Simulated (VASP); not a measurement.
# NaCl (P4/mmm) in VASP: a series of runs

Runs on NaCl. Level: PBE. Tasks: single point.

Everything below comes from runs of VASP 6.6.1. Logs are shortened: lines on timing, memory, paths and dates and some standing lists are left out, and cuts for length are marked.

### Step 1. The cell of the first run

Symmetry: P4/mmm, No. 123, tetragonal system. Conventional cell: a = 3.327 Å, b = 3.327 Å, c = 3.677 Å, α = 90.00°, β = 90.00°, γ = 90.00°. Na (site symmetry 4/mmm) has 8 Cl at 2.99 Å and 6 Na at 3.33 to 3.68 Å within 3.9 Å. Cl (site symmetry 4/mmm) has 8 Na at 2.99 Å and 6 Cl at 3.33 to 3.68 Å within 3.9 Å.

### Step 2. Single point, PBE (strain -0.050 along x and y, +0.050 along z)

Contents of INCAR:

```
SYSTEM = NaCl
PREC     = Accurate       ! precision mode
ENCUT    = 520            ! plane-wave cutoff, eV
EDIFF    = 1E-6           ! SCF threshold, eV
ISMEAR   = 0              ! smearing method
SIGMA    = 0.05           ! smearing width, eV
LREAL    = .False.        ! projectors in reciprocal space
LASPH    = .True.         ! aspherical terms in the spheres
NELM     = 80             ! most SCF steps
ALGO     = Normal         ! electronic algorithm
ISIF     = 2              ! what is computed and relaxed
LWAVE    = .False.        ! write WAVECAR
LCHARG   = .True.         ! write CHGCAR
GGA      = PE             ! functional
LELF     = .True.         ! ELF
LVHAR    = .True.       
NBANDS   = 14             ! bands
```

Contents of KPOINTS:

```
regular mesh
0
Gamma
  6 6 6
  0 0 0
```

Contents of POSCAR:

```
NaCl
1.0
    3.3270805000      0.0000000000      0.0000000000
    0.0000000000      3.3270805000      0.0000000000
    0.0000000000      0.0000000000      3.6772995000
Na Cl
1 1
Direct
    0.0000000000      0.0000000000      0.0000000000
    0.5000000000      0.5000000000      0.5000000000
```

Potentials or basis: VASP PAW PBE potentials, release 64 (Na_pv, Cl).

The run is started by

```sh
> cat potpaw_PBE.64/Na_pv/POTCAR potpaw_PBE.64/Cl/POTCAR > POTCAR
> mpirun -np 1 vasp_std > vasp.out
```

OUTCAR:

```text
SYSTEM = NaCl
   PREC = Accurate
   ENCUT = 520
   EDIFF = 1E-6
   ISMEAR = 0
   LREAL = .False.
   LASPH = .True.
   NELM = 80
   ISIF = 2
   GGA = PE

 ion  position               nearest neighbor table
   1  0.000  0.000  0.000-
   2  0.500  0.500  0.500-

  LATTYP: Found a simple tetragonal cell.
 ALAT       =     3.3270805000
 C/A-ratio  =     1.1052631579

  Lattice vectors:

 A1 = (   3.3270805000,   0.0000000000,   0.0000000000)
 A2 = (   0.0000000000,   3.3270805000,   0.0000000000)
 A3 = (   0.0000000000,   0.0000000000,   3.6772995000)

Analysis of symmetry for initial positions (statically):
=====================================================================
 Subroutine PRICEL returns:
 Original cell was already a primitive cell.

 Routine SETGRP: Setting up the symmetry group for a
 simple tetragonal supercell.

 Subroutine GETGRP returns: Found 16 space group operations
 (whereof 16 operations were pure point group operations)
 out of a pool of 16 trial point group operations.

The static configuration has the point symmetry D_4h.

Analysis of symmetry for dynamics (positions and initial velocities):
=====================================================================
 Subroutine PRICEL returns:
 Original cell was already a primitive cell.

 Routine SETGRP: Setting up the symmetry group for a
 simple tetragonal supercell.

 Subroutine GETGRP returns: Found 16 space group operations
 (whereof 16 operations were pure point group operations)
 out of a pool of 16 trial point group operations.

The dynamic configuration has the point symmetry D_4h.

 Subroutine INISYM returns: Found 16 space group operations
 (whereof 16 operations are pure point group operations),
 and found     1 'primitive' translations

----------------------------------------------------------------------------------------

                                     Primitive cell

  volume of cell :      40.7057

  direct lattice vectors                    reciprocal lattice vectors
     3.327080500  0.000000000  0.000000000     0.300563813  0.000000000  0.000000000
     0.000000000  3.327080500  0.000000000     0.000000000  0.300563813  0.000000000
     0.000000000  0.000000000  3.677299500     0.000000000  0.000000000  0.271938688

  length of vectors
     3.327080500  3.327080500  3.677299500     0.300563813  0.300563813  0.271938688

  position of ions in fractional coordinates (direct lattice)
     0.000000000  0.000000000  0.000000000
     0.500000000  0.500000000  0.500000000

  ion indices of the primitive-cell ions
   primitive index   ion index
                 1           1
                 2           2

----------------------------------------------------------------------------------------

 KPOINTS: regular mesh

Automatic generation of k-mesh.
 Grid dimensions read from file:
 generate k-points for:    6    6    6

 Generating k-lattice:

  Cartesian coordinates                     Fractional coordinates (reciprocal lattice)
     0.050093969  0.000000000  0.000000000     0.166666667  0.000000000  0.000000000
     0.000000000  0.050093969  0.000000000     0.000000000  0.166666667  0.000000000
     0.000000000  0.000000000  0.045323115     0.000000000  0.000000000  0.166666667

  Length of vectors
     0.050093969  0.050093969  0.045323115

  Shift w.r.t. Gamma in fractional coordinates (k-lattice)
     0.000000000  0.000000000  0.000000000

 Subroutine IBZKPT returns following result:
 ===========================================

 Found     40 irreducible k-points:

 Following reciprocal coordinates:
            Coordinates               Weight
  0.000000  0.000000  0.000000      1.000000
  0.166667  0.000000  0.000000      4.000000
  0.333333  0.000000  0.000000      4.000000
  0.500000  0.000000  0.000000      2.000000
  0.166667  0.166667  0.000000      4.000000
  0.333333  0.166667  0.000000      8.000000
[... 16 lines left out ...]
  0.333333  0.000000  0.333333      8.000000
  0.500000  0.000000  0.333333      4.000000
 [... further k-points ...]
   k-points           NKPTS =     40   k-points in BZ     NKDIM =     40   number of bands    NBANDS=     14
   number of dos      NEDOS =    301   number of ions     NIONS =      2
   total plane-waves  NPLWV =  21952
   dimension x,y,z NGX =    28 NGY =   28 NGZ =   28
   dimension x,y,z NGXF=    56 NGYF=   56 NGZF=   56
   ions per type =               1   1
   NGX,Y,Z   is equivalent  to a cutoff of  13.99, 13.99, 12.66 a.u.
   NGXF,Y,Z  is equivalent  to a cutoff of  27.98, 27.98, 25.32 a.u.
 SYSTEM =  NaCl
   PREC   = accura    normal or accurate (medium, high low for compatibility)
   ISTART =      0    job   : 0-new  1-cont  2-samecut
   ICHARG =      2    charge: 1-file 2-atom 10-const
   ISPIN  =      1    spin polarized calculation?
   LNONCOLLINEAR =      F non collinear calculations
   LSORBIT =      F    spin-orbit coupling
   LASPH  =      T    aspherical Exc in radial PAW
   ENCUT  =  520.0 eV  38.22 Ry    6.18 a.u.   6.19  6.19  6.84*2*pi/ulx,y,z
   NELM   =     80;   NELMIN=  2; NELMDL= -5     # of ELM steps
   EDIFF  = 0.1E-05   stopping-criterion for ELM
   LREAL  =      F    real-space projection
   EDIFFG = 0.1E-04   stopping-criterion for IOM
   NSW    =      0    number of steps for IOM
   IBRION =     -1    ionic relax: 0-MD 1-quasi-New 2-CG
   NFREE  =      0    steps in history (QN), initial steepest desc. (CG)
   ISIF   =      2    stress and relaxation
   ISYM   =      2    0-nonsym 1-usesym 2-fastsym
   POTIM  = 0.5000    time-step for ionic-motion
   TEBEG  =    0.0;   TEEND  =   0.0 temperature during run
   PSTRESS=    0.0 pullay stress
   NELECT =      14.0000    total number of electrons
   NUPDOWN=      -1.0000    fix difference up-down
   EMIN   =  10.00;   EMAX   =-10.00  energy-range for DOS
   EFERMI =   0.00;   METHOD = LEGACY
   ISMEAR =     0;   SIGMA  =   0.05  broadening in eV -4-tet -1-fermi 0-gaus
   EFERMI_NEDOS =   21; number of points for ismear=-14 and -15
   IALGO  =     38    algorithm
   IMIX   =      4    mixing-type and parameters
     AMIX     =   0.40;   BMIX     =  1.00
     AMIX_MAG =   1.60;   BMIX_MAG =  1.00
  volume/ion in A,a.u.               =      20.35       137.35
  Fermi-wavevector in a.u.,A,eV,Ry     =   1.147006  2.167527 17.900130  1.315622
  Thomas-Fermi vector in A             =   2.283688
   LORBIT       =      0    0 simple, 1 ext, 2 COOP (PROOUT), +10 PAW based schemes
   GGA     = PE    functional components
   LHFCALC =     F    Hartree Fock is set to
   AEXX    =    0.0000 exact exchange contribution
   IVDW    =     0    specifies the selected vdW correction
   LEPSILON=     F    determine dielectric tensor
   LRPA    =     F    only Hartree local field effects (RPA)
 non-spin polarized calculation
 Gauss-broadening in eV      SIGMA  =   0.05
  energy-cutoff  :      520.00
  volume of cell :       40.71
 maximum number of plane-waves:      1112
 NGX is ok and might be reduce to    28
   NGX = 13   NGY = 13   NGZ = 13

 number of electron      14.0000001 magnetization

 Free energy of the ion-electron system (eV)
  ---------------------------------------------------
  ext. energy  EPLUGINS =         0.00000000
  ---------------------------------------------------
  free energy    TOTEN  =        -6.38634908 eV

  energy without entropy =       -6.38634908  energy(sigma->0) =       -6.38634908

 E-fermi :   1.3304     XC(G=0):  -8.6666

 val. band max:        1.0947144476   @ k =   0.5000   0.0000   0.5000
 cond. band min:       4.8379735417   @ k =   0.0000   0.0000   0.0000
 fundamental gap:      3.7432590941
 Fermi energy:         1.3304316786

 k-point     1 :       0.0000    0.0000    0.0000
  band No.  band energies     occupation
      1     -21.2670      2.00000
      2     -21.2670      2.00000
      3     -21.2490      2.00000
      4     -12.7387      2.00000
      5      -0.2479      2.00000
      6       0.6210      2.00000
      7       0.6210      2.00000
      8       4.8380      0.00000
      9       9.0756      0.00000
     10       9.8305      0.00000
     11      15.9944      0.00000
     12      16.5410      0.00000
     13      16.5410      0.00000
     14      17.5242      0.00000

 k-point     2 :       0.1667    0.0000    0.0000
  band No.  band energies     occupation
      1     -21.2834      2.00000
      2     -21.2656      2.00000
      3     -21.2473      2.00000
      4     -12.6228      2.00000
      5      -0.3476      2.00000
      6      -0.1638      2.00000
      7       0.6931      2.00000
      8       5.5244      0.00000
      9       9.5703      0.00000
     10      10.4508      0.00000
     11      14.0361      0.00000
     12      15.8242      0.00000
     13      16.4988      0.00000
     14      16.7837      0.00000

 k-point     3 :       0.3333    0.0000    0.0000
  band No.  band energies     occupation
      1     -21.3160      2.00000
      2     -21.2627      2.00000
      3     -21.2438      2.00000
      4     -12.3732      2.00000
      5      -1.7652      2.00000
      6       0.0146      2.00000
      7       0.8442      2.00000
      8       6.7563      0.00000
      9      10.5668      0.00000
     10      10.6356      0.00000
     11      12.2913      0.00000
     12      14.1921      0.00000
     13      15.4646      0.00000
     14      17.3813      0.00000
[... 324 lines left out ...]
 k-point    23 :       0.3333    0.0000    0.3333
  band No.  band energies     occupation
      1     -21.3111      2.00000
      2     -21.2625      2.00000
      3     -21.2613      2.00000
      4     -12.2212      2.00000
      5      -1.5023      2.00000
      6      -1.2821      2.00000
      7       0.9658      2.00000
      8       7.3331      0.00000
      9       9.6668      0.00000
     10      11.5990      0.00000
     11      13.1003      0.00000
     12      14.3120      0.00000
     13      14.6551      0.00000
     14      16.6120      0.00000

 k-point    24 :       0.5000    0.0000    0.3333
  band No.  band energies     occupation
      1     -21.3262      2.00000
      2     -21.2599      2.00000
      3     -21.2594      2.00000
      4     -12.1079      2.00000
      5      -1.9602      2.00000
      6      -1.1499      2.00000
      7       1.0507      2.00000
      8       6.8055      0.00000
      9      10.0099      0.00000
     10      12.1936      0.00000
     11      12.5906      0.00000
     12      13.9003      0.00000
     13      14.6614      0.00000
     14      17.3331      0.00000

 [... further k-points ...]
[... 5 lines left out ...]
  --------------------------------------------------------------------------------------
  -------------------------------------------------------------------------------------
  Total        1.1730716      1.1730716     -0.9095176      0.0000000      0.0000000      0.0000000
  in kB       46.1720827     46.1720827    -35.7986029      0.0000000      0.0000000      0.0000000
  external PRESSURE =      18.8485208 kB  Pullay stress =       0.0000000 kB

 VOLUME and BASIS-vectors are now :
 -----------------------------------------------------------------------------
  energy-cutoff  :      520.00
  volume of cell :       40.71
      direct lattice vectors                 reciprocal lattice vectors
     3.327080500  0.000000000  0.000000000     0.300563813  0.000000000  0.000000000
     0.000000000  3.327080500  0.000000000     0.000000000  0.300563813  0.000000000
     0.000000000  0.000000000  3.677299500     0.000000000  0.000000000  0.271938688

 POSITION                                       TOTAL-FORCE (eV/Angst)
 -----------------------------------------------------------------------------------
      0.00000      0.00000      0.00000         0.000000      0.000000      0.000000
      1.66354      1.66354      1.83865         0.000000      0.000000      0.000000
 -----------------------------------------------------------------------------------
    total drift:                               -0.000000      0.000000      0.000000

  FREE ENERGIE OF THE ION-ELECTRON SYSTEM (eV)
  ---------------------------------------------------
  free  energy   TOTEN  =        -6.3863490790 eV

  energy  without entropy=       -6.3863490790  energy(sigma->0) =       -6.38634908
```

It took 28 s on 1 thread of Intel Xeon 8259CL, shared host; peak memory 0.16 GiB.

What came out:

| Property | Result |
| --- | --- |
| Free energy | -6.3863 eV |
| Pressure | 1.9 GPa |
| Band gap on the k mesh | 3.74 eV, indirect (least direct gap 4.22 eV) |

Levels at points of the mesh, in eV from the valence-band top:
| k point | band 5 | band 6 | band 7 | band 8 | band 9 | band 10 |
| --- | --- | --- | --- | --- | --- | --- |
| (0.00, 0.00, 0.00) | -1.34 | -0.47 | -0.47 | 3.74 | 7.98 | 8.74 |
| (0.50, 0.00, 0.00) | -3.45 | -0.99 | -0.17 | 6.58 | 8.71 | 10.38 |
| (0.50, 0.50, 0.00) | -2.64 | -2.64 | -0.60 | 5.61 | 9.16 | 10.87 |
| (0.00, 0.00, 0.50) | -3.47 | -0.33 | -0.33 | 7.11 | 8.17 | 10.34 |
| (0.50, 0.00, 0.50) | -2.90 | -2.58 | 0.00 | 5.09 | 10.08 | 10.62 |
| (0.50, 0.50, 0.50) | -2.36 | -2.36 | -2.05 | 6.86 | 6.86 | 6.88 |

Caveat: the cell differs from its parent crystal (strain -0.050 along x and y, +0.050 along z).

### Step 3. Single point, PBE (strain -0.025 along x and y, +0.050 along z)

Contents of INCAR:

```
SYSTEM = NaCl
PREC = Accurate
ENCUT = 520
EDIFF = 1E-7
ISMEAR = 0
SIGMA = 0.05
LREAL = .False.
LASPH = .True.
NELM = 60
ALGO = Normal
ISIF = 2
LWAVE = .False.
LCHARG = .True.
GGA = PE
LELF = .True.
LVHAR = .True.
NBANDS = 14
```

KPOINTS is that of step 2.

Contents of POSCAR:

```
NaCl
1.0
    3.4146352500      0.0000000000      0.0000000000
    0.0000000000      3.4146352500      0.0000000000
    0.0000000000      0.0000000000      3.6772995000
Na Cl
1 1
Direct
    0.0000000000      0.0000000000      0.0000000000
    0.5000000000      0.5000000000      0.5000000000
```

Potentials or basis: VASP PAW PBE potentials, release 64 (Na_pv, Cl).

The run is started by

```sh
> cat potpaw_PBE.64/Na_pv/POTCAR potpaw_PBE.64/Cl/POTCAR > POTCAR
> mpirun -np 1 vasp_std > vasp.out
```

Wall time 33 s (1 thread of Intel Xeon 8259CL, shared host); peak memory 0.16 GiB.

The run converged. Its results:

```yaml
Free_energy: -6.4315 eV
Pressure: 0.2 GPa
Band_gap_on_the_k_mesh: 3.73 eV, indirect (least direct gap 4.18 eV)
```

Stress tensor (GPa, compression positive):
```
 2.07  0.00  0.00
 0.00  2.07  0.00
 0.00  0.00 -3.49
```

Levels at points of the mesh, in eV from the valence-band top:
```csv
k point,band 3,band 4,band 5,band 6,band 7,band 8,band 9,band 10,band 11,band 12
"(0.00, 0.00, 0.00)",-22.27,-13.56,-1.05,-0.44,-0.44,3.73,8.16,8.75,14.76,15.44
"(0.50, 0.00, 0.00)",-22.27,-13.14,-3.12,-0.75,-0.18,6.60,8.47,10.41,10.82,12.24
"(0.50, 0.50, 0.00)",-22.26,-12.82,-2.39,-2.39,-0.42,5.64,9.29,10.71,10.71,11.73
"(0.00, 0.00, 0.50)",-22.28,-13.29,-3.14,-0.29,-0.29,6.94,8.05,10.41,12.03,12.03
"(0.50, 0.00, 0.50)",-22.28,-12.96,-2.57,-2.35,0.00,5.23,9.95,10.51,11.27,12.80
"(0.50, 0.50, 0.50)",-22.28,-12.63,-2.08,-2.08,-1.87,6.94,6.94,6.98,11.48,14.71
```

Caveat: the cell differs from its parent crystal (strain -0.025 along x and y, +0.050 along z). A k mesh can miss the band edges.
